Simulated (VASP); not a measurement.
A run of VASP 6.6.1 is set up as follows.

File POSCAR:

```
SnSe
1.0
    0.0000000000      2.9897980490      2.9897980490
    2.9897980490      0.0000000000      2.9897980490
    2.9897980490      2.9897980490      0.0000000000
Sn Se
1 1
Direct
    0.0000000000      0.0000000000      0.0000000000
    0.5000000000      0.5000000000      0.5000000000
```

The input INCAR.step1:

```
PREC     = Accurate       # precision mode
ENCUT    = 520            # plane-wave cutoff, eV
ISMEAR   = 0              # smearing method
SIGMA    = 0.02           # smearing width, eV
LREAL    = F              # projectors in reciprocal space
LASPH    = T              # aspherical terms in the spheres
NELM     = 150            # most SCF steps
ISPIN    = 2              # spin polarisation
MAGMOM   = 0.5 0          # initial moments
NBANDS   = 21             # bands
GGA      = PE             # functional
ALGO     = Normal         # electronic algorithm
EDIFF    = 1E-4           # SCF threshold, eV
LWAVE    = T              # write WAVECAR
LCHARG   = F              # write CHGCAR
```

The input INCAR.step2:

```
PREC     = Accurate       # precision mode
ENCUT    = 520            # plane-wave cutoff, eV
EDIFF    = 1E-6           # SCF threshold, eV
ISMEAR   = 0              # smearing method
SIGMA    = 0.02           # smearing width, eV
LREAL    = F              # projectors in reciprocal space
LASPH    = T              # aspherical terms in the spheres
NELM     = 150            # most SCF steps
ALGO     = Normal         # electronic algorithm
ISIF     = 2              # what is computed and relaxed
LWAVE    = F              # write WAVECAR
LCHARG   = T              # write CHGCAR
ISPIN    = 2              # spin polarisation
MAGMOM   = 0.5 0          # initial moments
LORBIT   = 11             # projections on sites
METAGGA  = R2SCAN         # meta-GGA
LMIXTAU  = T            
LELF     = T              # ELF
LVHAR    = T            
NBANDS   = 21             # bands
ISTART   = 1
```

KPOINTS

```
regular mesh
0
Gamma
  8 8 8
```

Potentials or basis: VASP PAW PBE potentials, release 64 (Sn_d, Se).

Launch:

```console
$ cat potpaw_PBE.64/Sn_d/POTCAR potpaw_PBE.64/Se/POTCAR > POTCAR
$ cp INCAR.step1 INCAR
$ mpirun -np 1 vasp_std > vasp.out
$ cp INCAR.step2 INCAR
$ mpirun -np 1 vasp_std > vasp.out
```

**Question.** Estimate the band gap on the k mesh.

**Answer.** 0.55 eV.

**Question.** Predict the net moment.

**Answer.** 0.00 μB per cell.

Caveat: spin-orbit coupling is left out, which moves the levels of the heavy elements. A k mesh can miss the band edges.
